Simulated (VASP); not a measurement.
# BaTe (Fm-3m) in VASP: a series of runs

The runs below take BaTe through single point, with HSE06.

All numbers are computed with VASP 6.6.1; they aren't measurements. Logs are shortened: lines on timing, memory, paths and dates and some standing lists are left out, and cuts for length are marked.

## Step 1: The cell of the first run

Symmetry: Fm-3m, No. 225, cubic system. Conventional cell: a = 6.681 Å, b = 6.681 Å, c = 6.681 Å, α = 90.00°, β = 90.00°, γ = 90.00°. Within 4.4 Å of Ba (site symmetry m-3m) lie 6 Te at 3.34 Å. Within 4.4 Å of Te (site symmetry m-3m) lie 6 Ba at 3.34 Å.

## Step 2: Single point, HSE06

POSCAR reads:

```
BaTe
1.0
    0.0000000000      3.3403886307      3.3403886307
    3.3403886307      0.0000000000      3.3403886307
    3.3403886307      3.3403886307      0.0000000000
Ba Te
1 1
Direct
    0.0000000000      0.0000000000      0.0000000000
    0.5000000000      0.5000000000      0.5000000000
```

INCAR.step1 reads:

```
SYSTEM = BaTe
PREC     = Accurate       ! precision mode
ENCUT    = 520            ! plane-wave cutoff, eV
EDIFF    = 1E-5           ! SCF threshold, eV
ISMEAR   = -1             ! smearing method
SIGMA    = 0.05           ! smearing width, eV
LREAL    = .False.        ! projectors in reciprocal space
LASPH    = .True.         ! aspherical terms in the spheres
NELM     = 80             ! most SCF steps
ALGO     = Normal         ! electronic algorithm
ISIF     = 2              ! what is computed and relaxed
LWAVE    = .True.         ! write WAVECAR
LCHARG   = .False.        ! write CHGCAR
NBANDS   = 15             ! bands
GGA      = PE             ! functional
```

INCAR.step2 reads:

```
SYSTEM = BaTe
PREC     = Accurate       ! precision mode
ENCUT    = 520            ! plane-wave cutoff, eV
EDIFF    = 1E-6           ! SCF threshold, eV
ISMEAR   = -1             ! smearing method
SIGMA    = 0.05           ! smearing width, eV
LREAL    = .False.        ! projectors in reciprocal space
LASPH    = .True.         ! aspherical terms in the spheres
NELM     = 80             ! most SCF steps
ALGO     = Normal         ! electronic algorithm
ISIF     = 2              ! what is computed and relaxed
LWAVE    = .False.        ! write WAVECAR
LCHARG   = .False.        ! write CHGCAR
GGA      = PE             ! functional
LHFCALC  = .True.         ! exact exchange
HFSCREEN = 0.2079         ! screening, 1/A
PRECFOCK = Normal       
NBANDS   = 15             ! bands
ISTART   = 1
```

KPOINTS reads:

```
regular mesh
0
Gamma
  4 4 4
  0 0 0
```

Potentials or basis: VASP PAW PBE potentials, release 64 (Ba_sv, Te).

The run is started by

```
> cat potpaw_PBE.64/Ba_sv/POTCAR potpaw_PBE.64/Te/POTCAR > POTCAR
> cp INCAR.step1 INCAR
> mpirun -np 1 vasp_std > vasp.out
> cp INCAR.step2 INCAR
> mpirun -np 1 vasp_std > vasp.out
```

OUTCAR:

```text
SYSTEM = BaTe
   PREC = Accurate
   ENCUT = 520
   EDIFF = 1E-6
   ISMEAR = -1
   LREAL = .False.
   LASPH = .True.
   NELM = 80
   ISIF = 2
   GGA = PE
   LHFCALC = .True.
   HFSCREEN = 0.2079
   PRECFOCK = Normal
   ISTART = 1

 ion  position               nearest neighbor table
   1  0.000  0.000  0.000-   2 3.34   2 3.34   2 3.34   2 3.34   2 3.34   2 3.34
   2  0.500  0.500  0.500-   1 3.34   1 3.34   1 3.34   1 3.34   1 3.34   1 3.34

  LATTYP: Found a face centered cubic cell.
 ALAT       =     6.6807772614

  Lattice vectors:

 A1 = (   0.0000000000,   3.3403886307,   3.3403886307)
 A2 = (   3.3403886307,   0.0000000000,   3.3403886307)
 A3 = (   3.3403886307,   3.3403886307,   0.0000000000)

Analysis of symmetry for initial positions (statically):
=====================================================================
 Subroutine PRICEL returns:
 Original cell was already a primitive cell.

 Routine SETGRP: Setting up the symmetry group for a
 face centered cubic supercell.

 Subroutine GETGRP returns: Found 48 space group operations
 (whereof 48 operations were pure point group operations)
 out of a pool of 48 trial point group operations.

The static configuration has the point symmetry O_h .

Analysis of symmetry for dynamics (positions and initial velocities):
=====================================================================
 Subroutine PRICEL returns:
 Original cell was already a primitive cell.

 Routine SETGRP: Setting up the symmetry group for a
 face centered cubic supercell.

 Subroutine GETGRP returns: Found 48 space group operations
 (whereof 48 operations were pure point group operations)
 out of a pool of 48 trial point group operations.

The dynamic configuration has the point symmetry O_h .

 Subroutine INISYM returns: Found 48 space group operations
 (whereof 48 operations are pure point group operations),
 and found     1 'primitive' translations

----------------------------------------------------------------------------------------

                                     Primitive cell

  volume of cell :      74.5454

  direct lattice vectors                    reciprocal lattice vectors
     0.000000000  3.340388631  3.340388631    -0.149683182  0.149683182  0.149683182
     3.340388631  0.000000000  3.340388631     0.149683182 -0.149683182  0.149683182
     3.340388631  3.340388631  0.000000000     0.149683182  0.149683182 -0.149683182

  length of vectors
     4.724022905  4.724022905  4.724022905     0.259258877  0.259258877  0.259258877

  position of ions in fractional coordinates (direct lattice)
     0.000000000  0.000000000  0.000000000
     0.500000000  0.500000000  0.500000000

  ion indices of the primitive-cell ions
   primitive index   ion index
                 1           1
                 2           2

----------------------------------------------------------------------------------------

 KPOINTS: regular mesh

Automatic generation of k-mesh.
 Grid dimensions read from file:
 generate k-points for:    4    4    4

 Generating k-lattice:

  Cartesian coordinates                     Fractional coordinates (reciprocal lattice)
    -0.037420796  0.037420796  0.037420796     0.250000000  0.000000000  0.000000000
     0.037420796 -0.037420796  0.037420796     0.000000000  0.250000000  0.000000000
     0.037420796  0.037420796 -0.037420796     0.000000000  0.000000000  0.250000000

  Length of vectors
     0.064814719  0.064814719  0.064814719

  Shift w.r.t. Gamma in fractional coordinates (k-lattice)
     0.000000000  0.000000000  0.000000000

 Subroutine IBZKPT returns following result:
 ===========================================

 Found      8 irreducible k-points:

 Following reciprocal coordinates:
            Coordinates               Weight
  0.000000  0.000000  0.000000      1.000000
  0.250000  0.000000  0.000000      8.000000
  0.500000  0.000000  0.000000      4.000000
  0.250000  0.250000  0.000000      6.000000
  0.500000  0.250000  0.000000     24.000000
 -0.250000  0.250000  0.000000     12.000000
  0.500000  0.500000  0.000000      3.000000
 -0.250000  0.500000  0.250000      6.000000
   k-points           NKPTS =      8   k-points in BZ     NKDIM =     64   number of bands    NBANDS=     15
   number of dos      NEDOS =    301   number of ions     NIONS =      2
   total plane-waves  NPLWV =  46656
   dimension x,y,z NGX =    36 NGY =   36 NGZ =   36
   dimension x,y,z NGXF=    72 NGYF=   72 NGZF=   72
   ions per type =               1   1
   NGX,Y,Z   is equivalent  to a cutoff of  12.67, 12.67, 12.67 a.u.
   NGXF,Y,Z  is equivalent  to a cutoff of  25.34, 25.34, 25.34 a.u.
 SYSTEM =  BaTe
   PREC   = accura    normal or accurate (medium, high low for compatibility)
   ISTART =      1    job   : 0-new  1-cont  2-samecut
   ICHARG =      0    charge: 1-file 2-atom 10-const
   ISPIN  =      1    spin polarized calculation?
   LNONCOLLINEAR =      F non collinear calculations
   LSORBIT =      F    spin-orbit coupling
   LASPH  =      T    aspherical Exc in radial PAW
   ENCUT  =  520.0 eV  38.22 Ry    6.18 a.u.   8.78  8.78  8.78*2*pi/ulx,y,z
   NELM   =     80;   NELMIN=  2; NELMDL=  0     # of ELM steps
   EDIFF  = 0.1E-05   stopping-criterion for ELM
   LREAL  =      F    real-space projection
   EDIFFG = 0.1E-04   stopping-criterion for IOM
   NSW    =      0    number of steps for IOM
   IBRION =     -1    ionic relax: 0-MD 1-quasi-New 2-CG
   NFREE  =      0    steps in history (QN), initial steepest desc. (CG)
   ISIF   =      2    stress and relaxation
   ISYM   =      3    0-nonsym 1-usesym 2-fastsym
   POTIM  = 0.5000    time-step for ionic-motion
   TEBEG  =    0.0;   TEEND  =   0.0 temperature during run
   PSTRESS=    0.0 pullay stress
   NELECT =      16.0000    total number of electrons
   NUPDOWN=      -1.0000    fix difference up-down
   EMIN   =  10.00;   EMAX   =-10.00  energy-range for DOS
   EFERMI =   0.00;   METHOD = LEGACY
   ISMEAR =    -1;   SIGMA  =   0.05  broadening in eV -4-tet -1-fermi 0-gaus
   EFERMI_NEDOS =   21; number of points for ismear=-14 and -15
   IALGO  =     38    algorithm
   IMIX   =      1    mixing-type and parameters
     AMIX     =   0.40;   BMIX     =  1.00
     AMIX_MAG =   1.60;   BMIX_MAG =  1.00
  volume/ion in A,a.u.               =      37.27       251.53
  Fermi-wavevector in a.u.,A,eV,Ry     =   0.980184  1.852280 13.071956  0.960762
  Thomas-Fermi vector in A             =   2.111095
   LORBIT       =      0    0 simple, 1 ext, 2 COOP (PROOUT), +10 PAW based schemes
   GGA     = PE    functional components
   LHFCALC =     T    Hartree Fock is set to
   PRECFOCK=normal    Normal, Fast or Accurate (Low or Medium for compatibility)
   ENCUT4O =  -1.0   cutoff for four orbital integrals eV
   NKREDX  =     1    reduce k-point grid by
   NKREDY  =     1    reduce k-point grid by
   NKREDZ  =     1    reduce k-point grid by
   AEXX    =    0.2500 exact exchange contribution
   HFSCREEN=    0.2079 screening length (either q_TF or 0.3 A-1)
   HFSCREENC=   0.2079 screening length for correlation (either q_TF or 0.3 A-1)
   ENCUTFOCK=  -1.0 apply spherical cutoff to Coloumb kernel
   IVDW    =     0    specifies the selected vdW correction
   LEPSILON=     F    determine dielectric tensor
   LRPA    =     F    only Hartree local field effects (RPA)
 non-spin polarized calculation
  energy-cutoff  :      520.00
  volume of cell :       74.55
 maximum number of plane-waves:      2044
  NGX = 28; NGY = 28; NGZ = 28

 number of electron      16.0000000 magnetization

 Free energy of the ion-electron system (eV)
  ---------------------------------------------------
  ext. energy  EPLUGINS =         0.00000000
  ---------------------------------------------------
  free energy    TOTEN  =        -9.53479966 eV

  energy without entropy =       -9.53479966  energy(sigma->0) =       -9.53479966

 E-fermi :   3.6543     XC(G=0):  -7.3692

 val. band max:        2.7316900600   @ k =   0.0000   0.0000   0.0000
 cond. band min:       4.5773828136   @ k =   0.5000   0.5000   0.0000
 fundamental gap:      1.8456927537
 Fermi energy:         3.6543062612

 k-point     1 :       0.0000    0.0000    0.0000
  band No.  band energies     occupation
      1     -25.8745      2.00000
      2     -10.0079      2.00000
      3     -10.0079      2.00000
      4     -10.0079      2.00000
      5      -8.0397      2.00000
      6       2.7317      2.00000
      7       2.7317      2.00000
      8       2.7317      2.00000
      9       6.3581      0.00000
     10       6.3581      0.00000
     11       6.3581      0.00000
     12       6.9953      0.00000
     13       7.1419      0.00000
     14       7.1419      0.00000
     15      10.5696      0.00000

 k-point     2 :       0.2500    0.0000    0.0000
  band No.  band energies     occupation
      1     -25.8582      2.00000
      2     -10.5472      2.00000
      3     -10.0127      2.00000
      4     -10.0127      2.00000
      5      -7.2664      2.00000
      6       1.0303      2.00000
      7       1.8096      2.00000
      8       1.8096      2.00000
      9       6.6292      0.00000
     10       7.2579      0.00000
     11       7.2579      0.00000
     12       9.1416      0.00000
     13       9.1416      0.00000
     14       9.1507      0.00000
     15      12.5171      0.00000
[... 77 lines left out ...]
      3     -10.1716      2.00000
      4     -10.1716      2.00000
      5      -7.7551      2.00000
      6       1.4488      2.00000
      7       2.3168      2.00000
      8       2.3168      2.00000
      9       4.5774      0.00000
     10       8.3024      0.00000
     11       8.9090      0.00000
     12      10.0392      0.00000
     13      10.0656      0.00000
     14      10.0656      0.00000
     15      12.2057      0.00000

 k-point     8 :      -0.2500    0.5000    0.2500
  band No.  band energies     occupation
      1     -25.8311      2.00000
      2     -10.3660      2.00000
      3     -10.2974      2.00000
      4     -10.2974      2.00000
      5      -7.2911      2.00000
      6       1.0491      2.00000
      7       1.6283      2.00000
      8       1.6283      2.00000
      9       7.0976      0.00000
     10       7.0976      0.00000
     11       8.9059      0.00000
     12       9.4299      0.00000
     13      10.0872      0.00000
     14      12.8377      0.00000
     15      13.1543      0.00000

------------------------ aborting loop because EDIFF is reached ----------------------------------------

  FORCE on cell =-STRESS in cart. coord.  units (eV):
  Direction    XX          YY          ZZ          XY          YZ          ZX
  --------------------------------------------------------------------------------------
  -------------------------------------------------------------------------------------
  Total        3.3898894      3.3898894      3.3898894      0.0000000     -0.0000000     -0.0000000
  in kB       72.8576444     72.8576444     72.8576444      0.0000000     -0.0000000     -0.0000000
  external PRESSURE =      72.8576444 kB  Pullay stress =       0.0000000 kB

 VOLUME and BASIS-vectors are now :
 -----------------------------------------------------------------------------
  energy-cutoff  :      520.00
  volume of cell :       74.55
      direct lattice vectors                 reciprocal lattice vectors
     0.000000000  3.340388631  3.340388631    -0.149683182  0.149683182  0.149683182
     3.340388631  0.000000000  3.340388631     0.149683182 -0.149683182  0.149683182
     3.340388631  3.340388631  0.000000000     0.149683182  0.149683182 -0.149683182

 POSITION                                       TOTAL-FORCE (eV/Angst)
 -----------------------------------------------------------------------------------
      0.00000      0.00000      0.00000         0.000000      0.000000     -0.000000
      3.34039      3.34039      3.34039        -0.000000      0.000000      0.000000
 -----------------------------------------------------------------------------------
    total drift:                                0.000000     -0.000000      0.000000

  FREE ENERGIE OF THE ION-ELECTRON SYSTEM (eV)
  ---------------------------------------------------
  free  energy   TOTEN  =        -9.5347996614 eV

  energy  without entropy=       -9.5347996596  energy(sigma->0) =       -9.53479966
```

Wall time 11 min (1 thread of Intel Xeon Platinum 8375C at 2.90GHz (Ice Lake), shared host); peak memory 0.32 GiB.

What came out:

```
Free energy            : -9.5348 eV
Pressure               : 7.3 GPa
Band gap on the k mesh : 1.85 eV (least direct gap 2.26 eV)
```

Levels at points of the mesh, in eV from the valence-band top:
```
           k point  band 6  band 7  band 8  band 9  band 10  band 11
(0.00, 0.00, 0.00)    0.00    0.00    0.00    3.63     3.63     3.63
(0.50, 0.00, 0.00)   -2.87   -1.54   -1.54    5.11     6.10     6.22
(0.50, 0.50, 0.00)   -1.28   -0.41   -0.41    1.85     5.57     6.18
```

Caveat: the cell stands under pressure; the PAW data sets were made with another functional, which shifts forces and pressure a little; spin-orbit coupling is left out, which moves the levels of the heavy elements. A k mesh can miss the band edges.

## Step 3: Single point, HSE06

This run uses another cell than the first one, of 38.07 Å³/atom.

POSCAR reads:

```
BaTe
1.0
    0.0000000000      3.3639132694      3.3639132694
    3.3639132694      0.0000000000      3.3639132694
    3.3639132694      3.3639132694      0.0000000000
Ba Te
1 1
Direct
    0.0000000000      0.0000000000      0.0000000000
    0.5000000000      0.5000000000      0.5000000000
```

Changes to INCAR.step1 since step 2:

```diff
@@ -8,3 +8,3 @@
 LASPH    = .True.         ! aspherical terms in the spheres
-NELM     = 80             ! most SCF steps
+NELM     = 100            ! most SCF steps
 ALGO     = Normal         ! electronic algorithm
@@ -12,4 +12,3 @@
 LWAVE    = .True.         ! write WAVECAR
-LCHARG   = .False.        ! write CHGCAR
+GGA      = PE             ! functional
 NBANDS   = 15             ! bands
-GGA      = PE             ! functional
```

Changes to INCAR.step2 since step 2:

```diff
@@ -8,3 +8,3 @@
 LASPH    = .True.         ! aspherical terms in the spheres
-NELM     = 80             ! most SCF steps
+NELM     = 100            ! most SCF steps
 ALGO     = Normal         ! electronic algorithm
@@ -12,3 +12,3 @@
 LWAVE    = .False.        ! write WAVECAR
-LCHARG   = .False.        ! write CHGCAR
+LCHARG   = .True.         ! write CHGCAR
 GGA      = PE             ! functional
@@ -17,3 +17,5 @@
 PRECFOCK = Normal       
+LELF     = .True.         ! ELF
+LVHAR    = .True.       
+ISTART   = 1            
 NBANDS   = 15             ! bands
-ISTART   = 1
```

KPOINTS reads:

```
Automatic mesh
0
Gamma
  4 4 4
  0 0 0
```

Potentials or basis: VASP PAW PBE potentials, release 64 (Ba_sv, Te).

The run is started by

```
> cat potpaw_PBE.64/Ba_sv/POTCAR potpaw_PBE.64/Te/POTCAR > POTCAR
> cp INCAR.step1 INCAR
> mpirun -np 1 vasp_std > vasp.out
> cp INCAR.step2 INCAR
> mpirun -np 1 vasp_std > vasp.out
```

Wall time 13 min (1 thread of Intel Xeon Platinum 8375C at 2.90GHz (Ice Lake), shared host); peak memory 0.32 GiB.

Results (log left out):

```yaml
Free_energy: -9.6010 eV
Pressure: 6.1 GPa
Band_gap_on_the_k_mesh: 1.91 eV (least direct gap 2.33 eV)
```

Levels at points of the mesh, in eV from the valence-band top:
```
           k point  band 5  band 6  band 7  band 8  band 9  band 10  band 11  band 12
(0.00, 0.00, 0.00)  -10.71    0.00    0.00    0.00    3.66     3.66     3.66     4.17
(0.50, 0.00, 0.00)   -9.39   -2.79   -1.49   -1.49    5.08     6.05     6.18     6.18
(0.50, 0.50, 0.00)  -10.43   -1.29   -0.42   -0.42    1.91     5.54     6.07     7.20
```

Caveat: the cell stands under pressure; the PAW data sets were made with another functional, which shifts forces and pressure a little; spin-orbit coupling is left out, which moves the levels of the heavy elements. A k mesh can miss the band edges.

## Step 4: Single point, HSE06

This run uses another cell than the first one, of 38.86 Å³/atom.

POSCAR reads:

```
BaTe
1.0
    0.0000000000      3.3871134044      3.3871134044
    3.3871134044      0.0000000000      3.3871134044
    3.3871134044      3.3871134044      0.0000000000
Ba Te
1 1
Direct
    0.0000000000      0.0000000000      0.0000000000
    0.5000000000      0.5000000000      0.5000000000
```

INCAR.step1 reads:

```
SYSTEM = BaTe
PREC = Accurate
ENCUT = 520
EDIFF = 1E-5
ISMEAR = -1
SIGMA = 0.05
LREAL = .FALSE.
LASPH = .TRUE.
NELM = 80
ALGO = Normal
ISIF = 2
LWAVE = .TRUE.
LCHARG = .FALSE.
NBANDS = 15
GGA = PE
```

INCAR.step2 reads:

```
SYSTEM = BaTe
PREC = Accurate
ENCUT = 520
EDIFF = 1E-6
ISMEAR = -1
SIGMA = 0.05
LREAL = .FALSE.
LASPH = .TRUE.
NELM = 80
ALGO = Normal
ISIF = 2
LWAVE = .FALSE.
LCHARG = .FALSE.
GGA = PE
LHFCALC = .TRUE.
HFSCREEN = 0.2079
PRECFOCK = Normal
NBANDS = 15
ISTART = 1
```

KPOINTS reads:

```
Automatic mesh
0
G
  4 4 4
  0 0 0
```

The run is started by

```
> cat potpaw_PBE.64/Ba_sv/POTCAR potpaw_PBE.64/Te/POTCAR > POTCAR
> cp INCAR.step1 INCAR
> mpirun -np 1 vasp_std > vasp.out
> cp INCAR.step2 INCAR
> mpirun -np 1 vasp_std > vasp.out
```

Run time: 13 min. Hardware: 1 thread of Intel Xeon Platinum 8375C at 2.90GHz (Ice Lake), shared host; peak memory 0.32 GiB.

The run converged. Its results:

- Free energy: -9.6558 eV
- Pressure: 5.0 GPa
- Band gap on the k mesh: 1.98 eV (least direct gap 2.40 eV)

Levels at points of the mesh, in eV from the valence-band top:
| k point | band 6 | band 7 | band 8 | band 9 | band 10 | band 11 |
| --- | --- | --- | --- | --- | --- | --- |
| (0.00, 0.00, 0.00) | 0.00 | 0.00 | 0.00 | 3.68 | 3.68 | 3.68 |
| (0.50, 0.00, 0.00) | -2.72 | -1.43 | -1.43 | 5.05 | 6.00 | 6.14 |
| (0.50, 0.50, 0.00) | -1.29 | -0.42 | -0.42 | 1.98 | 5.52 | 5.97 |

Caveat: the cell stands under pressure; the PAW data sets were made with another functional, which shifts forces and pressure a little; spin-orbit coupling is left out, which moves the levels of the heavy elements. A k mesh can miss the band edges.

## Step 5: Summary

```tsv
cell	gap on the mesh (eV)	pressure (GPa)
a = 4.724 Å, angles 60.0°, 2 atoms	1.85	7.3
a = 4.757 Å, angles 60.0°, 2 atoms	1.91	6.1
a = 4.790 Å, angles 60.0°, 2 atoms	1.98	5.0
```

Alike in all rows: task single point; level HSE06; potentials or basis VASP PAW PBE potentials, release 64 (Ba_sv, Te); no spin polarisation; k mesh 4 × 4 × 4; cutoff (eV) 520; smearing fermi-dirac 0.05 eV.

Caveats: the cell stands under pressure; the PAW data sets were made with another functional, which shifts forces and pressure a little; spin-orbit coupling is left out, which moves the levels of the heavy elements.

Total energies depend on the potentials used, so only differences within one code and one set of settings carry meaning.
